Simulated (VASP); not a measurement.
# CoSi2 (I4/mmm) in VASP: a series of runs

CoSi2 is run at these levels: PBE; tasks: single point.

Program: VASP 6.6.1. These are calculated values, not measurements. Logs are shortened: lines on timing, memory, paths and dates and some standing lists are left out, and cuts for length are marked.

## (1) The cell of the first run

Symmetry: I4/mmm, No. 139, tetragonal system. The conventional cell has a = 3.695 Å, b = 3.695 Å, c = 5.628 Å, α = 90.00°, β = 90.00°, γ = 90.00°. Co (site symmetry 4/mmm) has 8 Si at 2.32 Å within 3.1 Å. Within 3.1 Å of Si (site symmetry -4m2) lie 4 Co at 2.32 Å and 6 Si at 2.61 to 2.81 Å.

## (2) Single point, PBE (strain -0.025 along x and y, +0.050 along z)

Input file INCAR:

```
SYSTEM = CoSi2
  ALGO = Normal
  EDIFF = 1E-6
  ENCUT = 520
  GGA = PE
  ISIF = 2
  ISMEAR = 0
  LASPH = .TRUE.
  LCHARG = .FALSE.
  LREAL = .FALSE.
  LWAVE = .FALSE.
  NBANDS = 16
  NELM = 100
  PREC = Accurate
  SIGMA = 0.15
```

Input file KPOINTS:

```
k-points
0
G
  16 16 16
  0 0 0
```

Input file POSCAR:

```
CoSi2
1.0
    0.0000000000      2.6129405832      2.8139360127
    2.6129405832      0.0000000000      2.8139360127
    2.6129405832      2.6129405832      0.0000000000
Co Si
1 2
Direct
    0.0000000000      0.0000000000      0.0000000000
    0.2500000000      0.2500000000      0.2500000000
    0.7500000000      0.7500000000      0.7500000000
```

Potentials or basis: VASP PAW PBE potentials, release 64 (Co, Si).

The run is started by

```bash
$ cat potpaw_PBE.64/Co/POTCAR potpaw_PBE.64/Si/POTCAR > POTCAR
$ mpirun -np 1 vasp_std > vasp.out
```

OUTCAR:

```text
SYSTEM = CoSi2
   EDIFF = 1E-6
   ENCUT = 520
   GGA = PE
   ISIF = 2
   ISMEAR = 0
   LASPH = .TRUE.
   LREAL = .FALSE.
   NELM = 100
   PREC = Accurate

 ion  position               nearest neighbor table
   1  0.000  0.000  0.000-   3 2.32   3 2.32   3 2.32   2 2.32   2 2.32   2 2.32   3 2.32   2 2.32

   2  0.250  0.250  0.250-   1 2.32   1 2.32   1 2.32   1 2.32   3 2.61   3 2.61   3 2.61   3 2.61
                             3 2.81   3 2.81
   3  0.750  0.750  0.750-   1 2.32   1 2.32   1 2.32   1 2.32   2 2.61   2 2.61   2 2.61   2 2.61
                             2 2.81   2 2.81

  LATTYP: Found a body centered tetragonal cell.
 ALAT       =     3.6952560104
 C/A-ratio  =     1.5229992210

  Lattice vectors:

 A1 = (  -2.6129405832,   0.0000000000,   2.8139360127)
 A2 = (   2.6129405832,   0.0000000000,   2.8139360127)
 A3 = (   0.0000000000,   2.6129405832,  -2.8139360127)

Analysis of symmetry for initial positions (statically):
=====================================================================
 Subroutine PRICEL returns:
 Original cell was already a primitive cell.

 Routine SETGRP: Setting up the symmetry group for a
 body centered tetragonal supercell.

 Subroutine GETGRP returns: Found 16 space group operations
 (whereof 16 operations were pure point group operations)
 out of a pool of 16 trial point group operations.

The static configuration has the point symmetry D_4h.

Analysis of symmetry for dynamics (positions and initial velocities):
=====================================================================
 Subroutine PRICEL returns:
 Original cell was already a primitive cell.

 Routine SETGRP: Setting up the symmetry group for a
 body centered tetragonal supercell.

 Subroutine GETGRP returns: Found 16 space group operations
 (whereof 16 operations were pure point group operations)
 out of a pool of 16 trial point group operations.

The dynamic configuration has the point symmetry D_4h.

 Subroutine INISYM returns: Found 16 space group operations
 (whereof 16 operations are pure point group operations),
 and found     1 'primitive' translations

----------------------------------------------------------------------------------------

                                     Primitive cell

  volume of cell :      38.4241

  direct lattice vectors                    reciprocal lattice vectors
     0.000000000  2.612940583  2.813936013    -0.191355289  0.191355289  0.177687054
[... 90 lines left out ...]
   EDIFFG = 0.1E-04   stopping-criterion for IOM
   NSW    =      0    number of steps for IOM
   IBRION =     -1    ionic relax: 0-MD 1-quasi-New 2-CG
   NFREE  =      0    steps in history (QN), initial steepest desc. (CG)
   ISIF   =      2    stress and relaxation
   ISYM   =      2    0-nonsym 1-usesym 2-fastsym
   POTIM  = 0.5000    time-step for ionic-motion
   TEBEG  =    0.0;   TEEND  =   0.0 temperature during run
   PSTRESS=    0.0 pullay stress
   NELECT =      17.0000    total number of electrons
   NUPDOWN=      -1.0000    fix difference up-down
   EMIN   =  10.00;   EMAX   =-10.00  energy-range for DOS
   EFERMI =   0.00;   METHOD = LEGACY
   ISMEAR =     0;   SIGMA  =   0.15  broadening in eV -4-tet -1-fermi 0-gaus
   EFERMI_NEDOS =   21; number of points for ismear=-14 and -15
   IALGO  =     38    algorithm
   IMIX   =      4    mixing-type and parameters
     AMIX     =   0.40;   BMIX     =  1.00
     AMIX_MAG =   1.60;   BMIX_MAG =  1.00
  volume/ion in A,a.u.               =      12.81        86.43
  Fermi-wavevector in a.u.,A,eV,Ry     =   1.247451  2.357340 21.172477  1.556133
  Thomas-Fermi vector in A             =   2.381582
   LORBIT       =      0    0 simple, 1 ext, 2 COOP (PROOUT), +10 PAW based schemes
   GGA     = PE    functional components
   LHFCALC =     F    Hartree Fock is set to
   AEXX    =    0.0000 exact exchange contribution
   IVDW    =     0    specifies the selected vdW correction
   LEPSILON=     F    determine dielectric tensor
   LRPA    =     F    only Hartree local field effects (RPA)
 non-spin polarized calculation
 Gauss-broadening in eV      SIGMA  =   0.15
  energy-cutoff  :      520.00
  volume of cell :       38.42
 maximum number of plane-waves:      1058
 NGX is ok and might be reduce to    30
   NGX = 15   NGY = 15   NGZ = 13

 number of electron      17.0000002 magnetization

 Free energy of the ion-electron system (eV)
  ---------------------------------------------------
  ext. energy  EPLUGINS =         0.00000000
  ---------------------------------------------------
  free energy    TOTEN  =       -19.26458297 eV

  energy without entropy =      -19.25244812  energy(sigma->0) =      -19.25851555

 E-fermi :  10.0824     XC(G=0): -11.7464

 val. band max:       10.0778006255   @ k =   0.5000   0.2500   0.1875
 cond. band min:      10.0840824759   @ k =  -0.1250   0.3125   0.1875
 fundamental gap:      0.0062818504
 Fermi energy:        10.0824485662

 k-point     1 :       0.0000    0.0000    0.0000
  band No.  band energies     occupation
      1      -3.0598      2.00000
      2       5.9168      2.00000
      3       5.9168      2.00000
      4       6.2586      2.00000
      5       8.0058      2.00000
      6       8.3561      2.00000
[... 433 lines left out ...]
      3       6.0049      2.00000
      4       6.2584      2.00000
      5       8.0214      2.00000
      6       8.2651      2.00000
[... 8 lines left out ...]
     15      15.6452      0.00000
     16      15.8933      0.00000

 [... further k-points ...]

------------------------ aborting loop because EDIFF is reached ----------------------------------------

  FORCE on cell =-STRESS in cart. coord.  units (eV):
  Direction    XX          YY          ZZ          XY          YZ          ZX
  --------------------------------------------------------------------------------------
  -------------------------------------------------------------------------------------
  Total        0.5683940      0.5683940     -0.8327626      0.0000000     -0.0000000     -0.0000000
  in kB       23.7004591     23.7004591    -34.7239029      0.0000000     -0.0000000     -0.0000000
  external PRESSURE =       4.2256718 kB  Pullay stress =       0.0000000 kB

 VOLUME and BASIS-vectors are now :
 -----------------------------------------------------------------------------
  energy-cutoff  :      520.00
  volume of cell :       38.42
      direct lattice vectors                 reciprocal lattice vectors
     0.000000000  2.612940583  2.813936013    -0.191355289  0.191355289  0.177687054
     2.612940583  0.000000000  2.813936013     0.191355289 -0.191355289  0.177687054
     2.612940583  2.612940583  0.000000000     0.191355289  0.191355289 -0.177687054

 POSITION                                       TOTAL-FORCE (eV/Angst)
 -----------------------------------------------------------------------------------
      0.00000      0.00000      0.00000         0.000000     -0.000000      0.000000
      1.30647      1.30647      1.40697        -0.000000     -0.000000     -0.000000
      3.91941      3.91941      4.22090         0.000000      0.000000      0.000000
 -----------------------------------------------------------------------------------
    total drift:                                0.000000     -0.000000     -0.000000

  FREE ENERGIE OF THE ION-ELECTRON SYSTEM (eV)
  ---------------------------------------------------
  free  energy   TOTEN  =       -19.2645829745 eV

  energy  without entropy=      -19.2524481179  energy(sigma->0) =      -19.25851555
```

OSZICAR:

```text
N       E                     dE             d eps       ncg     rms          rms(c)
DAV:   1     0.600797301049E+02    0.60080E+02   -0.68118E+03 11232   0.101E+03
DAV:   2    -0.175707296088E+02   -0.77650E+02   -0.69306E+02 12520   0.201E+02
DAV:   3    -0.206557984709E+02   -0.30851E+01   -0.30302E+01 14696   0.444E+01
DAV:   4    -0.207089432599E+02   -0.53145E-01   -0.53116E-01 13520   0.561E+00
DAV:   5    -0.207106055824E+02   -0.16623E-02   -0.16622E-02 14872   0.102E+00    0.145E+01
DAV:   6    -0.245931232355E+02   -0.38825E+01   -0.24993E+01 11976   0.105E+02    0.184E+01
DAV:   7    -0.192881768167E+02    0.53049E+01   -0.11453E+01 14088   0.821E+01    0.320E+00
DAV:   8    -0.192986051189E+02   -0.10428E-01   -0.80084E-01 13656   0.607E+00    0.198E+00
DAV:   9    -0.192647924178E+02    0.33813E-01   -0.94355E-02 13240   0.573E+00    0.508E-01
DAV:  10    -0.192648919171E+02   -0.99499E-04   -0.78957E-03 15696   0.151E+00    0.178E-01
DAV:  11    -0.192645529349E+02    0.33898E-03   -0.11786E-03 14592   0.653E-01    0.364E-02
DAV:  12    -0.192645855185E+02   -0.32584E-04   -0.10993E-04 13792   0.778E-02    0.198E-02
DAV:  13    -0.192645826878E+02    0.28306E-05   -0.91281E-06 14824   0.480E-02    0.876E-03
DAV:  14    -0.192645829745E+02   -0.28669E-06   -0.88700E-07  8360   0.105E-02
   1 F= -.19264583E+02 E0= -.19258516E+02  d E =-.121349E-01
```

stdout:

```text
POSCAR found type information on POSCAR CoSi
 POSCAR found :  2 types and       3 ions
 scaLAPACK will be used
 LDA part: xc-table for (Slater+PW92), standard interpolation
 POSCAR, INCAR and KPOINTS ok, starting setup
 FFT: planning ... GRIDC
 FFT: planning ... GRID_SOFT
 FFT: planning ... GRID
 WAVECAR not read
 entering main loop
```

It took 1.9 min on 1 thread of Intel Xeon 6975P-C (Granite Rapids), shared host; peak memory 0.32 GiB.

Results:

```yaml
Free_energy: -19.2646 eV
Pressure: 0.4 GPa
Band_gap_on_the_k_mesh: zero (an odd number of electrons rules out a gap without spin polarisation)
```

Levels at points of the mesh, in eV from the Fermi level:
```tsv
k point	band 5	band 6	band 7	band 8	band 9	band 10	band 11	band 12	band 13	band 14
(0.00, 0.00, 0.00)	-2.08	-1.73	0.80	2.79	3.08	3.08	3.74	3.74	4.06	4.19
(0.50, 0.00, 0.00)	-2.21	-1.63	-1.54	-0.80	-0.21	2.81	3.11	3.46	4.56	10.07
(0.50, 0.50, 0.00)	-3.37	-2.10	-2.01	-2.01	-1.26	1.91	3.14	8.47	9.81	9.81
(0.50, 0.00, 0.50)	-3.36	-2.14	-1.86	-1.71	-1.30	1.40	2.83	8.46	8.48	10.65
```

Caveat: the cell differs from its parent crystal (strain -0.025 along x and y, +0.050 along z); the stress differs along the axes, from -3 to 2 GPa; an odd number of electrons without spin polarisation forces a metal; a magnetic or distorted state may lie lower. Spin polarisation is off, so any magnetic state and its effect on volume and gap are missing.

## (3) Single point, PBE (strain +0.025 along x and y, -0.050 along z)

Input file INCAR:

```
SYSTEM = CoSi2
PREC = Accurate
ENCUT = 520
EDIFF = 1E-6
ISMEAR = 0
SIGMA = 0.15
LREAL = .FALSE.
LASPH = .TRUE.
NELM = 80
ALGO = Normal
ISIF = 2
LWAVE = .FALSE.
LCHARG = .FALSE.
GGA = PE
NBANDS = 16
```

Input file KPOINTS:

```
Automatic mesh
0
G
  16 16 16
  0 0 0
```

Input file POSCAR:

```
CoSi2
1.0
    0.0000000000      2.7469375362      2.5459421067
    2.7469375362      0.0000000000      2.5459421067
    2.7469375362      2.7469375362      0.0000000000
Co Si
1 2
Direct
    0.0000000000      0.0000000000      0.0000000000
    0.2500000000      0.2500000000      0.2500000000
    0.7500000000      0.7500000000      0.7500000000
```

Potentials or basis: VASP PAW PBE potentials, release 64 (Co, Si).

The run is started by

```bash
$ cat potpaw_PBE.64/Co/POTCAR potpaw_PBE.64/Si/POTCAR > POTCAR
$ mpirun -np 1 vasp_std > vasp.out
```

Wall time 97 s (1 thread of Intel Xeon 6975P-C (Granite Rapids), shared host); peak memory 0.32 GiB.

It converged, with:

```
Free energy            : -19.2527 eV
Pressure               : 0.5 GPa
Band gap on the k mesh : zero (an odd number of electrons rules out a gap without spin polarisation)
```

Stress tensor (GPa, compression positive):
```
-2.26  0.00  0.00
 0.00 -2.26  0.00
 0.00  0.00  6.16
```

Levels at points of the mesh, in eV from the Fermi level:
| k point | band 6 | band 7 | band 8 | band 9 | band 10 | band 11 | band 12 | band 13 |
| --- | --- | --- | --- | --- | --- | --- | --- | --- |
| (0.00, 0.00, 0.00) | -1.72 | 0.82 | 2.75 | 3.18 | 3.18 | 3.76 | 3.76 | 3.99 |
| (0.50, 0.00, 0.00) | -1.58 | -1.57 | -0.73 | -0.30 | 2.87 | 3.22 | 3.31 | 4.65 |
| (0.50, 0.50, 0.00) | -1.87 | -1.87 | -1.71 | -1.37 | 1.23 | 2.68 | 8.73 | 9.44 |
| (0.50, 0.00, 0.50) | -2.18 | -2.01 | -1.77 | -1.26 | 1.76 | 3.08 | 8.36 | 8.53 |

Caveat: the cell differs from its parent crystal (strain +0.025 along x and y, -0.050 along z); the stress differs along the axes, from -2 to 6 GPa; an odd number of electrons without spin polarisation forces a metal; a magnetic or distorted state may lie lower. Spin polarisation is off, so any magnetic state and its effect on volume and gap are missing.

## (4) Single point, PBE (strain +0.025 along x and y, -0.025 along z)

Input file INCAR:

```
SYSTEM = CoSi2
  PREC = Accurate
  ENCUT = 520
  EDIFF = 1E-6
  ISMEAR = 0
  SIGMA = 0.15
  LREAL = .False.
  LASPH = .True.
  NELM = 80
  ALGO = Normal
  ISIF = 2
  LWAVE = .False.
  LCHARG = .False.
  GGA = PE
  NBANDS = 16
```

Input file KPOINTS:

```
Automatic mesh
0
Gamma
  16 16 16
  0 0 0
```

Input file POSCAR:

```
CoSi2
1.0
    0.0000000000      2.7469375362      2.6129405832
    2.7469375362      0.0000000000      2.6129405832
    2.7469375362      2.7469375362      0.0000000000
Co Si
1 2
Direct
    0.0000000000      0.0000000000      0.0000000000
    0.2500000000      0.2500000000      0.2500000000
    0.7500000000      0.7500000000      0.7500000000
```

The run is started by

```bash
$ cat potpaw_PBE.64/Co/POTCAR potpaw_PBE.64/Si/POTCAR > POTCAR
$ mpirun -np 1 vasp_std > vasp.out
```

Run time: 80 s. Hardware: 1 thread of Intel Xeon 6975P-C (Granite Rapids), shared host; peak memory 0.33 GiB.

The run converged. Its results:

```
Free energy            : -19.2688 eV
Pressure               : -4.1 GPa
Band gap on the k mesh : zero (an odd number of electrons rules out a gap without spin polarisation)
```

Stress tensor (GPa, compression positive):
```
-5.69  0.00  0.00
 0.00 -5.69  0.00
 0.00  0.00 -0.99
```

Levels at points of the mesh, in eV from the Fermi level:
| k point | band 7 | band 8 | band 9 | band 10 | band 11 | band 12 |
| --- | --- | --- | --- | --- | --- | --- |
| (0.00, 0.00, 0.00) | 0.53 | 2.89 | 3.26 | 3.26 | 3.53 | 3.53 |
| (0.50, 0.00, 0.00) | -1.53 | -0.62 | -0.32 | 2.69 | 3.25 | 3.28 |
| (0.50, 0.50, 0.00) | -1.83 | -1.71 | -1.30 | 1.26 | 2.76 | 8.63 |
| (0.50, 0.00, 0.50) | -1.89 | -1.76 | -1.23 | 1.58 | 3.01 | 8.43 |

Caveat: the cell differs from its parent crystal (strain +0.025 along x and y, -0.025 along z); the cell stands under tension; an odd number of electrons without spin polarisation forces a metal; a magnetic or distorted state may lie lower.

## (5) Single point, PBE (strain +0.050 along x and y, -0.050 along z)

Input file INCAR:

```
  ALGO = Normal
  EDIFF = 1E-6
  ENCUT = 520
  GGA = PE
  ISIF = 2
  ISMEAR = 0
  LASPH = True
  LCHARG = True
  LELF = True
  LREAL = False
  LVHAR = True
  LWAVE = False
  NBANDS = 16
  NELM = 100
  PREC = Accurate
  SIGMA = 0.15
```

Input file KPOINTS:

```
k-points
0
Gamma
  16 16 16
```

Input file POSCAR:

```
CoSi2
1.0
    0.0000000000      2.8139360127      2.5459421067
    2.8139360127      0.0000000000      2.5459421067
    2.8139360127      2.8139360127      0.0000000000
Co Si
1 2
Direct
    0.0000000000      0.0000000000      0.0000000000
    0.2500000000      0.2500000000      0.2500000000
    0.7500000000      0.7500000000      0.7500000000
```

Potentials or basis: VASP PAW PBE potentials, release 64 (Co, Si).

The run is started by

```bash
$ cat potpaw_PBE.64/Co/POTCAR potpaw_PBE.64/Si/POTCAR > POTCAR
$ mpirun -np 1 vasp_std > vasp.out
```

OUTCAR:

```text
EDIFF = 1E-6
   ENCUT = 520
   GGA = PE
   ISIF = 2
   ISMEAR = 0
   LASPH = True
   LREAL = False
   NELM = 100
   PREC = Accurate

 ion  position               nearest neighbor table
   1  0.000  0.000  0.000-   3 2.36   3 2.36   3 2.36   2 2.36   3 2.36   2 2.36   2 2.36   2 2.36

   2  0.250  0.250  0.250-   1 2.36   1 2.36   1 2.36   1 2.36   3 2.55   3 2.55   3 2.81   3 2.81
                             3 2.81   3 2.81
[... 655 lines left out ...]

  FORCE on cell =-STRESS in cart. coord.  units (eV):
  Direction    XX          YY          ZZ          XY          YZ          ZX
  --------------------------------------------------------------------------------------
  -------------------------------------------------------------------------------------
  Total       -2.6061423     -2.6061423     -0.0173903      0.0000000     -0.0000000      0.0000000
  in kB     -103.5623171   -103.5623171     -0.6910520      0.0000000     -0.0000000      0.0000000
  external PRESSURE =     -69.2718954 kB  Pullay stress =       0.0000000 kB

 VOLUME and BASIS-vectors are now :
 -----------------------------------------------------------------------------
  energy-cutoff  :      520.00
  volume of cell :       40.32
      direct lattice vectors                 reciprocal lattice vectors
     0.000000000  2.813936013  2.545942107    -0.177687054  0.177687054  0.196390954
     2.813936013  0.000000000  2.545942107     0.177687054 -0.177687054  0.196390954
     2.813936013  2.813936013  0.000000000     0.177687054  0.177687054 -0.196390954

 POSITION                                       TOTAL-FORCE (eV/Angst)
 -----------------------------------------------------------------------------------
      0.00000      0.00000      0.00000         0.000000      0.000000      0.000000
      1.40697      1.40697      1.27297        -0.000000     -0.000000      0.000000
      4.22090      4.22090      3.81891         0.000000      0.000000     -0.000000
 -----------------------------------------------------------------------------------
    total drift:                               -0.000000     -0.000000      0.000000

  FREE ENERGIE OF THE ION-ELECTRON SYSTEM (eV)
  ---------------------------------------------------
  free  energy   TOTEN  =       -19.1766896889 eV

  energy  without entropy=      -19.1638894180  energy(sigma->0) =      -19.17028955
```

stdout:

```text
POSCAR found type information on POSCAR CoSi
 POSCAR found :  2 types and       3 ions
 scaLAPACK will be used
 LDA part: xc-table for (Slater+PW92), standard interpolation
 POSCAR, INCAR and KPOINTS ok, starting setup
 FFT: planning ... GRIDC
 FFT: planning ... GRID_SOFT
 FFT: planning ... GRID
 WAVECAR not read
 entering main loop
```

It took 85 s on 1 thread of Intel Xeon 6975P-C (Granite Rapids), shared host; peak memory 0.33 GiB.

What came out:

* Free energy: -19.1767 eV
* Pressure: -6.9 GPa
* Band gap on the k mesh: zero (an odd number of electrons rules out a gap without spin polarisation)

Caveat: the cell differs from its parent crystal (strain +0.050 along x and y, -0.050 along z); the stress differs along the axes, from -10 to -0 GPa; an odd number of electrons without spin polarisation forces a metal; a magnetic or distorted state may lie lower. Spin polarisation is off, so any magnetic state and its effect on volume and gap are missing.

## (6) The runs side by side

```csv
cell,gap on the mesh (eV),pressure (GPa)
"a = 3.840, b = 3.840, c = 3.695 Å, angles 61.2, 61.2, 57.5°, 3 atoms",none,0.4
"a = 3.745, b = 3.745, c = 3.885 Å, angles 58.8, 58.8, 62.5°, 3 atoms",none,0.5
"a = 3.791, b = 3.791, c = 3.885 Å, angles 59.2, 59.2, 61.6°, 3 atoms",none,-4.1
"a = 3.795, b = 3.795, c = 3.980 Å, angles 58.4, 58.4, 63.2°, 3 atoms",none,-6.9
```

Alike in all rows: task single point; level PBE; potentials or basis VASP PAW PBE potentials, release 64 (Co, Si); no spin polarisation; k mesh 16 × 16 × 16; cutoff (eV) 520; smearing gaussian 0.15 eV.

Caveats: an odd number of electrons without spin polarisation forces a metal; a magnetic or distorted state may lie lower; the stress differs along the axes, from -3 to 2 GPa (at least some runs); the stress differs along the axes, from -2 to 6 GPa (at least some runs); the cell stands under tension (at least some runs); the stress differs along the axes, from -10 to -0 GPa (at least some runs).

Total energies depend on the potentials used, so only differences within one code and one set of settings carry meaning.
